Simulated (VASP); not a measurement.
Runs of VASP 6.6.1 on La. The structure is that of space group P6_3/mmc (No. 194), or close to it. The cells are those of the table. 

```csv
cell,gap on the mesh (eV),pressure (GPa)
"a = 3.183, b = 3.183, c = 5.362 Å, angles 90.0, 90.0, 120.0°, 2 atoms",none,14.7
"a = 3.262, b = 3.262, c = 5.494 Å, angles 90.0, 90.0, 120.0°, 2 atoms",none,9.8
"a = 3.486, b = 3.486, c = 5.811 Å, angles 90.0, 90.0, 120.0°, 2 atoms",none,1.9
"a = 3.576, b = 3.576, c = 5.916 Å, angles 90.0, 90.0, 120.0°, 2 atoms",none,(a)
"a = 3.409, b = 3.409, c = 5.721 Å, angles 90.0, 90.0, 120.0°, 2 atoms",none,(b)
```

Alike in all rows: task single point; level LDA; potentials or basis VASP PAW LDA potentials, release 64 (La); no spin polarisation; k mesh 14 × 14 × 8; cutoff (eV) 520; smearing fermi-dirac 0.1 eV.

**Question.** Estimate the missing entries.

**Answer.** (a) -0.1; (b) 3.9.

Caveats: spin-orbit coupling is left out, which moves the levels of the heavy elements.

A k mesh can miss the band edges, and the runs leave out spin-orbit coupling on La.

A gap of «none» marks levels without a gap at the run's occupations.
